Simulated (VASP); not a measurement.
Here is a VASP 6.6.1 calculation.

The input POSCAR:

```
BaZrO3
1.0
    4.1913400000      0.0000000000      0.0000000000
    0.0000000000      4.1913400000      0.0000000000
    0.0000000000      0.0000000000      4.1913400000
Ba Zr O
1 1 3
Direct
    0.0000000000      0.0000000000      0.0000000000
    0.5000000000      0.5000000000      0.5000000000
    0.5000000000      0.5000000000      0.0000000000
    0.5000000000      0.0000000000      0.5000000000
    0.0000000000      0.5000000000      0.5000000000
```

File INCAR.step1:

```
ALGO = Normal ; EDIFF = 1E-5
ENCUT = 1480 ; GGA = PE
GGA_COMPAT = F ; ISMEAR = -1
LASPH = T ; LCHARG = F
LREAL = F ; LWAVE = T
NBANDS = 28 ; NELM = 120
PREC = Accurate ; SIGMA = 0.05
```

INCAR.step2

```
ALGO = Normal ; EDIFF = 1E-6
ENCUT = 1480 ; GGA_COMPAT = F
ISIF = 2 ; ISMEAR = -1
ISTART = 1 ; LASPH = T
LCHARG = F ; LMIXTAU = T
LREAL = F ; LWAVE = F
METAGGA = R2SCAN ; NBANDS = 28
NELM = 120 ; PREC = Accurate
SIGMA = 0.05
```

KPOINTS

```
k-points
0
Gamma
  6 6 6
```

Potentials or basis: VASP PAW PBE potentials, release 64 (Ba_sv, Zr_sv, O_h).

The run is started by

```bash
$ cat potpaw_PBE.64/Ba_sv/POTCAR potpaw_PBE.64/Zr_sv/POTCAR potpaw_PBE.64/O_h/POTCAR > POTCAR
$ cp INCAR.step1 INCAR
$ mpirun -np 1 vasp_std > vasp.out
$ cp INCAR.step2 INCAR
$ mpirun -np 1 vasp_std > vasp.out
```

Q: Predict the band gap on the k mesh.

A: 3.71 eV (least direct gap 3.95 eV).

Q: What does it give for the pressure?

A: 2.6 GPa.

Caveat: the PAW data sets were made with another functional, which shifts forces and pressure a little; spin-orbit coupling is left out, which moves the levels of the heavy elements. r2SCAN opens gaps a little over a GGA but as a rule still falls short of measured ones.
